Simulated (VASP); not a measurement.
# TiC (P-6m2) in VASP: a series of runs, part 2 of 2

VASP 6.6.1.

## (4) Single point, PBE

Contents of INCAR:

```
SYSTEM = TiC
ALGO     = Normal         ! electronic algorithm
EDIFF    = 1E-6           ! SCF threshold, eV
ENCUT    = 520            ! plane-wave cutoff, eV
GGA      = PE             ! functional
ISIF     = 2              ! what is computed and relaxed
ISMEAR   = 0              ! smearing method
LASPH    = .True.         ! aspherical terms in the spheres
LCHARG   = .False.        ! write CHGCAR
LREAL    = .False.        ! projectors in reciprocal space
LWAVE    = .False.        ! write WAVECAR
NBANDS   = 15             ! bands
NELM     = 100            ! most SCF steps
PREC     = Accurate       ! precision mode
SIGMA    = 0.02           ! smearing width, eV
```

Contents of KPOINTS:

```
k-points
0
Gamma
  10 10 10
  0 0 0
```

Contents of POSCAR:

```
TiC
1.0
    3.0420900000      0.0000000000      0.0000000000
   -1.5210400000      2.6345200000      0.0000000000
    0.0000000000      0.0000000000      2.6979700000
Ti C
1 1
Direct
    0.0000000000      0.0000000000      0.5000000000
    0.3333300000      0.6666700000      0.0000000000
```

Command:

```sh
$ cat potpaw_PBE.64/Ti_sv/POTCAR potpaw_PBE.64/C/POTCAR > POTCAR
$ mpirun -np 1 vasp_std > vasp.out
```

Wall time 31 s (1 thread of AMD EPYC 9R45 (Zen 5), shared host); peak memory 0.15 GiB.

Results (log left out):

```
Free energy            : -17.3533 eV
Pressure               : 0.1 GPa
Band gap on the k mesh : zero (band 8 reaches 8.68 eV, above the bottom of band 9 at 8.61 eV)
```

Stress tensor (GPa, compression positive):
```
0.19 0.00 0.00
0.00 0.19 0.00
0.00 0.00 0.04
```

Levels at points of the mesh, in eV from the Fermi level:
| k point | band 5 | band 6 | band 7 | band 8 | band 9 | band 10 | band 11 | band 12 |
| --- | --- | --- | --- | --- | --- | --- | --- | --- |
| (0.00, 0.00, 0.00) | -12.00 | -1.60 | -1.60 | -0.97 | 2.30 | 3.32 | 3.32 | 5.67 |
| (0.50, 0.00, 0.00) | -9.61 | -4.87 | -0.76 | -0.31 | 0.22 | 3.02 | 3.46 | 3.72 |
| (0.50, 0.50, 0.00) | -9.61 | -4.87 | -0.76 | -0.31 | 0.22 | 3.02 | 3.46 | 3.72 |
| (0.00, 0.00, 0.50) | -8.87 | -5.61 | -0.51 | -0.51 | 1.12 | 1.12 | 4.69 | 4.73 |
| (0.50, 0.00, 0.50) | -8.79 | -4.01 | -2.57 | -2.23 | 1.48 | 3.27 | 4.34 | 5.55 |
| (0.50, 0.50, 0.50) | -8.79 | -4.01 | -2.57 | -2.23 | 1.48 | 3.27 | 4.34 | 5.55 |

## (5) Single point, PBE

Contents of INCAR:

```
PREC = Accurate ; ENCUT = 520
EDIFF = 1E-7 ; ISMEAR = 0
SIGMA = 0.020999999999999998 ; LREAL = F
LASPH = T ; NELM = 80
ALGO = Normal ; ISIF = 2
LWAVE = F ; LCHARG = F
GGA = PE ; NBANDS = 15
```

Contents of KPOINTS:

```
regular mesh
0
Gamma
  10 10 10
```

POSCAR is that of step 4.

Potentials or basis: VASP PAW PBE potentials, release 64 (Ti_sv, C).

Command:

```sh
$ cat potpaw_PBE.64/Ti_sv/POTCAR potpaw_PBE.64/C/POTCAR > POTCAR
$ mpirun -np 1 vasp_std > vasp.out
```

OUTCAR:

```text
PREC = Accurate
   ENCUT = 520
   EDIFF = 1E-7
   ISMEAR = 0
   LREAL = F
   LASPH = T
   NELM = 80
   ISIF = 2
   GGA = PE

 ion  position               nearest neighbor table
   1  0.000  0.000  0.500-   2 2.21   2 2.21   2 2.21   2 2.21   2 2.21   2 2.21
   2  0.333  0.667  0.000-   1 2.21   1 2.21   1 2.21   1 2.21   1 2.21   1 2.21

  LATTYP: Found a hexagonal cell.
 ALAT       =     3.0420900000
 C/A-ratio  =     0.8868804013

  Lattice vectors:

[... 608 lines left out ...]
      8       8.6814      0.00021
      9       8.8177      0.00000
     10      11.5040      0.00000
     11      12.1079      0.00000
     12      12.6824      0.00000
     13      14.9801      0.00000
     14      19.7797      0.00000
     15      23.1676      0.00000

 [... further k-points ...]
[... 5 lines left out ...]
  --------------------------------------------------------------------------------------
  -------------------------------------------------------------------------------------
  Total        0.0441372      0.0440574      0.0228466     -0.0000688      0.0000000      0.0000000
  in kB        3.2704264      3.2645170      1.6928638     -0.0050960      0.0000000      0.0000000
  external PRESSURE =       2.7426024 kB  Pullay stress =       0.0000000 kB

 VOLUME and BASIS-vectors are now :
 -----------------------------------------------------------------------------
  energy-cutoff  :      520.00
  volume of cell :       21.62
      direct lattice vectors                 reciprocal lattice vectors
     3.042090000  0.000000000  0.000000000     0.328721372  0.189787269  0.000000000
    -1.521040000  2.634520000  0.000000000     0.000000000  0.379575786  0.000000000
     0.000000000  0.000000000  2.697970000     0.000000000  0.000000000  0.370649044

 POSITION                                       TOTAL-FORCE (eV/Angst)
 -----------------------------------------------------------------------------------
      0.00000      0.00000      1.34899        -0.000086      0.000050      0.000000
     -0.00001      1.75636      0.00000         0.000086     -0.000050      0.000000
 -----------------------------------------------------------------------------------
    total drift:                                0.000041      0.000073     -0.000000

  FREE ENERGIE OF THE ION-ELECTRON SYSTEM (eV)
  ---------------------------------------------------
  free  energy   TOTEN  =       -17.3533211911 eV

  energy  without entropy=      -17.3532024439  energy(sigma->0) =      -17.35326182
```

It took 35 s on 1 thread of AMD EPYC 9R45 (Zen 5), shared host; peak memory 0.15 GiB.

Results:

- Free energy: -17.3533 eV
- Pressure: 0.3 GPa
- Band gap on the k mesh: zero (band 8 reaches 8.68 eV, above the bottom of band 9 at 8.61 eV)

## (6) Summary

| smearing | gap on the mesh (eV) | pressure (GPa) |
| --- | --- | --- |
| gaussian 0.018 eV | none | 0.1 |
| gaussian 0.019 eV | none | 0.3 |
| gaussian 0.02 eV | none | 0.1 |
| gaussian 0.021 eV | none | 0.3 |

Alike in all rows: task single point; level PBE; potentials or basis VASP PAW PBE potentials, release 64 (Ti_sv, C); no spin polarisation; cell as given; k mesh 10 × 10 × 10; cutoff (eV) 520.

Every run on the cell as given and a fine mesh finds a metal.

Total energies depend on the potentials used, so only differences within one code and one set of settings carry meaning.
